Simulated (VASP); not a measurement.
Input of a VASP 6.6.1 run:

File INCAR:

```
PREC = Accurate
ENCUT = 520
EDIFF = 1E-7
ISMEAR = -1
SIGMA = 0.05
LREAL = False
LASPH = True
NELM = 80
ALGO = Normal
ISIF = 2
LWAVE = False
LCHARG = False
NBANDS = 16
```

KPOINTS

```
Automatic mesh
0
Gamma
  8 8 8
```

Contents of POSCAR:

```
InAs
1.0
    0.0000000000      3.0577150807      3.0577150807
    3.0577150807      0.0000000000      3.0577150807
    3.0577150807      3.0577150807      0.0000000000
In As
1 1
Direct
    0.0000000000      0.0000000000      0.0000000000
    0.7500000000      0.7500000000      0.7500000000
```

Potentials or basis: VASP PAW LDA potentials, release 64 (In_d, As).

The run is started by

```bash
$ cat potpaw_LDA.64/In_d/POTCAR potpaw_LDA.64/As/POTCAR > POTCAR
$ mpirun -np 1 vasp_std > vasp.out
```

Estimate the pressure.

-2.3 GPa.

What does it give for the band gap on the k mesh?

Zero (filled and empty bands touch).

Caveat: spin-orbit coupling is left out, which moves the levels of the heavy elements.
